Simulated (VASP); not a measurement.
The system is ZnS.

```xyz
2
Lattice="0.0000 2.7046 2.7046 2.7046 0.0000 2.7046 2.7046 2.7046 0.0000" Properties=species:S:1:pos:R:3 pbc="T T T"
Zn    0.0000    0.0000    0.0000
S     4.0570    4.0570    4.0570
```

Program: VASP 6.6.1. Alike in all runs: task single point; potentials or basis VASP PAW PBE potentials, release 64 (Zn, S); no spin polarisation; cell as given; cutoff (eV) 520; smearing gaussian 0.05 eV.

Task: Order these runs on this cell by their pressure, lowest first.
A. level PBE; k mesh 12 × 12 × 12
B. level revPBE; k mesh 8 × 8 × 8
C. level r2SCAN; k mesh 8 × 8 × 8

Result: C (-0.8 GPa), A (1.5 GPa), B (3.4 GPa).

Caveats: the PAW data sets were made with another functional, which shifts forces and pressure a little (some runs).
